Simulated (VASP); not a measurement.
# BAs (F-43m) in VASP: notebook, part 2 of 2

VASP 6.6.1. The steps go on from the part before.

**3. Single point, r2SCAN (strain +0.080 along x and y, +0.080 along z)**

File POSCAR:

```
BAs
1.0
    0.0000000000      2.5795800000      2.5795800000
    2.5795800000      0.0000000000      2.5795800000
    2.5795800000      2.5795800000      0.0000000000
B As
1 1
Direct
    0.0000000000      0.0000000000      0.0000000000
    0.7500000000      0.7500000000      0.7500000000
```

File INCAR.step1:

```
SYSTEM = BAs
PREC = Accurate
ENCUT = 520
ISMEAR = 0
SIGMA = 0.05
LREAL = .FALSE.
LASPH = .TRUE.
NELM = 80
NBANDS = 11
GGA = PE
ALGO = Normal
EDIFF = 1E-4
LWAVE = .TRUE.
LCHARG = .FALSE.
```

File INCAR.step2:

```
SYSTEM = BAs
PREC = Accurate
ENCUT = 520
EDIFF = 1E-6
ISMEAR = 0
SIGMA = 0.05
LREAL = .FALSE.
LASPH = .TRUE.
NELM = 80
ALGO = Normal
ISIF = 2
LWAVE = .FALSE.
LCHARG = .FALSE.
METAGGA = R2SCAN
LMIXTAU = .TRUE.
NBANDS = 11
ISTART = 1
```

File KPOINTS:

```
regular mesh
0
G
  10 10 10
  0 0 0
```

Potentials or basis: VASP PAW PBE potentials, release 64 (B, As).

The run is started by

```console
$ cat potpaw_PBE.64/B/POTCAR potpaw_PBE.64/As/POTCAR > POTCAR
$ cp INCAR.step1 INCAR
$ mpirun -np 1 vasp_std > vasp.out
$ cp INCAR.step2 INCAR
$ mpirun -np 1 vasp_std > vasp.out
```

OUTCAR:

```text
SYSTEM = BAs
   PREC = Accurate
   ENCUT = 520
   EDIFF = 1E-6
   ISMEAR = 0
   LREAL = .FALSE.
   LASPH = .TRUE.
   NELM = 80
   ISIF = 2
   METAGGA = R2SCAN
   ISTART = 1

 ion  position               nearest neighbor table
   1  0.000  0.000  0.000-   2 2.23   2 2.23   2 2.23   2 2.23
   2  0.750  0.750  0.750-   1 2.23   1 2.23   1 2.23   1 2.23

  LATTYP: Found a face centered cubic cell.
 ALAT       =     5.1591600000

  Lattice vectors:

 A1 = (   0.0000000000,   2.5795800000,   2.5795800000)
 A2 = (   2.5795800000,   0.0000000000,   2.5795800000)
 A3 = (   2.5795800000,   2.5795800000,   0.0000000000)

Analysis of symmetry for initial positions (statically):
=====================================================================
 Subroutine PRICEL returns:
 Original cell was already a primitive cell.

 Routine SETGRP: Setting up the symmetry group for a
 face centered cubic supercell.

 Subroutine GETGRP returns: Found 24 space group operations
 (whereof 24 operations were pure point group operations)
 out of a pool of 48 trial point group operations.

The static configuration has the point symmetry T_d .

Analysis of symmetry for dynamics (positions and initial velocities):
=====================================================================
 Subroutine PRICEL returns:
 Original cell was already a primitive cell.

 Routine SETGRP: Setting up the symmetry group for a
 face centered cubic supercell.

 Subroutine GETGRP returns: Found 24 space group operations
 (whereof 24 operations were pure point group operations)
 out of a pool of 48 trial point group operations.

The dynamic configuration has the point symmetry T_d .

 Subroutine INISYM returns: Found 24 space group operations
 (whereof 24 operations are pure point group operations),
 and found     1 'primitive' translations

----------------------------------------------------------------------------------------

                                     Primitive cell

  volume of cell :      34.3303

  direct lattice vectors                    reciprocal lattice vectors
     0.000000000  2.579580000  2.579580000    -0.193830003  0.193830003  0.193830003
     2.579580000  0.000000000  2.579580000     0.193830003 -0.193830003  0.193830003
     2.579580000  2.579580000  0.000000000     0.193830003  0.193830003 -0.193830003

  length of vectors
     3.648077021  3.648077021  3.648077021     0.335723414  0.335723414  0.335723414

  position of ions in fractional coordinates (direct lattice)
     0.000000000  0.000000000  0.000000000
     0.750000000  0.750000000  0.750000000

  ion indices of the primitive-cell ions
   primitive index   ion index
                 1           1
                 2           2

----------------------------------------------------------------------------------------

 KPOINTS: regular mesh

Automatic generation of k-mesh.
 Grid dimensions read from file:
 generate k-points for:   10   10   10

 Generating k-lattice:

  Cartesian coordinates                     Fractional coordinates (reciprocal lattice)
    -0.019383000  0.019383000  0.019383000     0.100000000  0.000000000  0.000000000
     0.019383000 -0.019383000  0.019383000     0.000000000  0.100000000  0.000000000
     0.019383000  0.019383000 -0.019383000     0.000000000  0.000000000  0.100000000

  Length of vectors
     0.033572341  0.033572341  0.033572341

  Shift w.r.t. Gamma in fractional coordinates (k-lattice)
     0.000000000  0.000000000  0.000000000

 Subroutine IBZKPT returns following result:
 ===========================================

 Found     47 irreducible k-points:

 Following reciprocal coordinates:
            Coordinates               Weight
  0.000000  0.000000  0.000000      1.000000
  0.100000  0.000000  0.000000      8.000000
  0.200000  0.000000  0.000000      8.000000
  0.300000  0.000000  0.000000      8.000000
  0.400000  0.000000  0.000000      8.000000
  0.500000  0.000000  0.000000      4.000000
[... 16 lines left out ...]
  0.300000  0.300000  0.000000      6.000000
  0.400000  0.300000  0.000000     24.000000
 [... further k-points ...]
   k-points           NKPTS =     47   k-points in BZ     NKDIM =     47   number of bands    NBANDS=     11
   number of dos      NEDOS =    301   number of ions     NIONS =      2
   total plane-waves  NPLWV =  21952
   dimension x,y,z NGX =    28 NGY =   28 NGZ =   28
   dimension x,y,z NGXF=    56 NGYF=   56 NGZF=   56
   ions per type =               1   1
   NGX,Y,Z   is equivalent  to a cutoff of  12.76, 12.76, 12.76 a.u.
   NGXF,Y,Z  is equivalent  to a cutoff of  25.52, 25.52, 25.52 a.u.
 SYSTEM =  BAs
   PREC   = accura    normal or accurate (medium, high low for compatibility)
   ISTART =      1    job   : 0-new  1-cont  2-samecut
   ICHARG =      0    charge: 1-file 2-atom 10-const
   ISPIN  =      1    spin polarized calculation?
   LNONCOLLINEAR =      F non collinear calculations
   LSORBIT =      F    spin-orbit coupling
   LASPH  =      T    aspherical Exc in radial PAW
   ENCUT  =  520.0 eV  38.22 Ry    6.18 a.u.   6.78  6.78  6.78*2*pi/ulx,y,z
   NELM   =     80;   NELMIN=  2; NELMDL=  0     # of ELM steps
   EDIFF  = 0.1E-05   stopping-criterion for ELM
   LREAL  =      F    real-space projection
   EDIFFG = 0.1E-04   stopping-criterion for IOM
   NSW    =      0    number of steps for IOM
   IBRION =     -1    ionic relax: 0-MD 1-quasi-New 2-CG
   NFREE  =      0    steps in history (QN), initial steepest desc. (CG)
   ISIF   =      2    stress and relaxation
   ISYM   =      2    0-nonsym 1-usesym 2-fastsym
   POTIM  = 0.5000    time-step for ionic-motion
   TEBEG  =    0.0;   TEEND  =   0.0 temperature during run
   PSTRESS=    0.0 pullay stress
   NELECT =       8.0000    total number of electrons
   NUPDOWN=      -1.0000    fix difference up-down
   EMIN   =  10.00;   EMAX   =-10.00  energy-range for DOS
   EFERMI =   0.00;   METHOD = LEGACY
   ISMEAR =     0;   SIGMA  =   0.05  broadening in eV -4-tet -1-fermi 0-gaus
   EFERMI_NEDOS =   21; number of points for ismear=-14 and -15
   IALGO  =     38    algorithm
   IMIX   =      4    mixing-type and parameters
     AMIX     =   0.40;   BMIX     =  1.00
     AMIX_MAG =   1.60;   BMIX_MAG =  1.00
  volume/ion in A,a.u.               =      17.17       115.84
  Fermi-wavevector in a.u.,A,eV,Ry     =   1.007424  1.903756 13.808608  1.014904
  Thomas-Fermi vector in A             =   2.140228
   LORBIT       =      0    0 simple, 1 ext, 2 COOP (PROOUT), +10 PAW based schemes
   METAGGA = R2SCAN    functional components
   LHFCALC =     F    Hartree Fock is set to
   AEXX    =    0.0000 exact exchange contribution
   IVDW    =     0    specifies the selected vdW correction
   LEPSILON=     F    determine dielectric tensor
   LRPA    =     F    only Hartree local field effects (RPA)
 non-spin polarized calculation
 Gauss-broadening in eV      SIGMA  =   0.05
  energy-cutoff  :      520.00
  volume of cell :       34.33
 maximum number of plane-waves:       941
   NGX = 13   NGY = 13   NGZ = 13

 number of electron       8.0000000 magnetization

 Free energy of the ion-electron system (eV)
  ---------------------------------------------------
  ext. energy  EPLUGINS =         0.00000000
  ---------------------------------------------------
  free energy    TOTEN  =       -21.73470512 eV

  energy without entropy =      -21.73470512  energy(sigma->0) =      -21.73470512

 E-fermi :   3.9628     XC(G=0): -10.1204

 val. band max:        3.6831168435   @ k =   0.0000   0.0000   0.0000
 cond. band min:       5.2539821650   @ k =   0.4000   0.4000   0.0000
 fundamental gap:      1.5708653215
 Fermi energy:         3.9628474821

 k-point     1 :       0.0000    0.0000    0.0000
  band No.  band energies     occupation
      1     -10.4992      2.00000
      2       3.6831      2.00000
      3       3.6831      2.00000
      4       3.6831      2.00000
      5       5.9799      0.00000
      6       6.8946      0.00000
      7       6.8946      0.00000
      8       6.8946      0.00000
      9      12.9234      0.00000
     10      16.2830      0.00000
     11      16.2830      0.00000
[... 309 lines left out ...]
 k-point    24 :       0.4000    0.3000    0.0000
  band No.  band energies     occupation
      1      -8.3328      2.00000
      2      -2.5551      2.00000
      3       0.4231      2.00000
      4       0.8083      2.00000
      5       5.6768      0.00000
      6       7.1561      0.00000
      7      11.5544      0.00000
      8      11.8467      0.00000
      9      14.6457      0.00000
     10      17.6982      0.00000
     11      18.8549      0.00000

 [... further k-points ...]
[... 5 lines left out ...]
  --------------------------------------------------------------------------------------
  -------------------------------------------------------------------------------------
  Total       -4.2603308     -4.2603308     -4.2603308      0.0000000      0.0000000      0.0000000
  in kB     -198.8277094   -198.8277094   -198.8277094      0.0000000      0.0000000      0.0000000
  external PRESSURE =    -198.8277094 kB  Pullay stress =       0.0000000 kB

 VOLUME and BASIS-vectors are now :
 -----------------------------------------------------------------------------
  energy-cutoff  :      520.00
  volume of cell :       34.33
      direct lattice vectors                 reciprocal lattice vectors
     0.000000000  2.579580000  2.579580000    -0.193830003  0.193830003  0.193830003
     2.579580000  0.000000000  2.579580000     0.193830003 -0.193830003  0.193830003
     2.579580000  2.579580000  0.000000000     0.193830003  0.193830003 -0.193830003

 POSITION                                       TOTAL-FORCE (eV/Angst)
 -----------------------------------------------------------------------------------
      0.00000      0.00000      0.00000        -0.000000     -0.000000     -0.000000
      3.86937      3.86937      3.86937         0.000000      0.000000      0.000000
 -----------------------------------------------------------------------------------
    total drift:                               -0.000000     -0.000000     -0.000000

  FREE ENERGIE OF THE ION-ELECTRON SYSTEM (eV)
  ---------------------------------------------------
  free  energy   TOTEN  =       -21.7347051167 eV

  energy  without entropy=      -21.7347051167  energy(sigma->0) =      -21.73470512
```

OSZICAR.step1:

```text
N       E                     dE             d eps       ncg     rms          rms(c)
DAV:   1     0.116381454675E+02    0.11638E+02   -0.35677E+03  1034   0.623E+02
DAV:   2    -0.105279553011E+02   -0.22166E+02   -0.21180E+02  1426   0.950E+01
DAV:   3    -0.112791781224E+02   -0.75122E+00   -0.74951E+00  1291   0.167E+01
DAV:   4    -0.112819630331E+02   -0.27849E-02   -0.27847E-02  1123   0.118E+00
DAV:   5    -0.112819695624E+02   -0.65293E-05   -0.65292E-05  1225   0.604E-02    0.352E+00
DAV:   6    -0.110174047966E+02    0.26456E+00   -0.96224E-01  1070   0.346E+00    0.177E+00
DAV:   7    -0.109977453635E+02    0.19659E-01   -0.69470E-02  1186   0.140E+00    0.818E-01
DAV:   8    -0.109944229962E+02    0.33224E-02   -0.13991E-02  1118   0.668E-01    0.772E-02
DAV:   9    -0.109947204131E+02   -0.29742E-03   -0.88175E-04  1160   0.144E-01    0.417E-02
DAV:  10    -0.109948881640E+02   -0.16775E-03   -0.19822E-04  1081   0.829E-02    0.972E-03
DAV:  11    -0.109948959536E+02   -0.77896E-05   -0.92547E-06   595   0.191E-02
   1 F= -.10994896E+02 E0= -.10994896E+02  d E =-.259534E-16
```

It took 31 s on 1 thread of Intel Xeon 6975P-C (Granite Rapids), shared host; peak memory 0.17 GiB.

What came out:

* Free energy: -21.7347 eV
* Pressure: -19.9 GPa
* Band gap on the k mesh: 1.57 eV, indirect (least direct gap 2.30 eV)

Caveat: the cell differs from its parent crystal (strain +0.080 along x and y, +0.080 along z); the PAW data sets were made with another functional, which shifts forces and pressure a little.
